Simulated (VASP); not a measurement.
Crystal: TePb.

```
CELL_PARAMETERS angstrom
0.00000 3.64149 3.64149
3.64149 0.00000 3.64149
3.64149 3.64149 0.00000
ATOMIC_POSITIONS crystal
Pb 0.00000 0.00000 0.00000
Te 0.25000 0.25000 0.25000
```

Base run:

| Quantity | Value |
| --- | --- |
| Program | VASP 6.6.1 |
| Functional | PBE-based screened hybrid |
| Potentials or basis | VASP PAW PBE potentials, release 64 (Pb_d, Te) |
| Cutoff | 520 eV |
| k mesh | 4 × 4 × 4 |
| Occupations | gaussian, width 0.01 eV |
| Spin | no spin polarisation |

Its results: band gap on the k mesh 1.50 eV, indirect (least direct gap 2.21 eV); pressure -0.4 GPa.

Question: The run is repeated on the same cell with these changes: functional from PBE-based screened hybrid to PBE; cutoff from 520 eV to 500 eV; k mesh from 4 × 4 × 4 to 2 × 2 × 2. What comes out?

Answer: Band gap on the k mesh 1.21 eV, direct; pressure -0.3 GPa.

Several settings changed at once, so the effect can't be laid on one alone.

Caveats: some runs use coarse meshes; spin-orbit coupling is left out, which moves the levels of the heavy elements; the PAW data sets were made with another functional, which shifts forces and pressure a little (some runs).

A k mesh can miss the band edges.
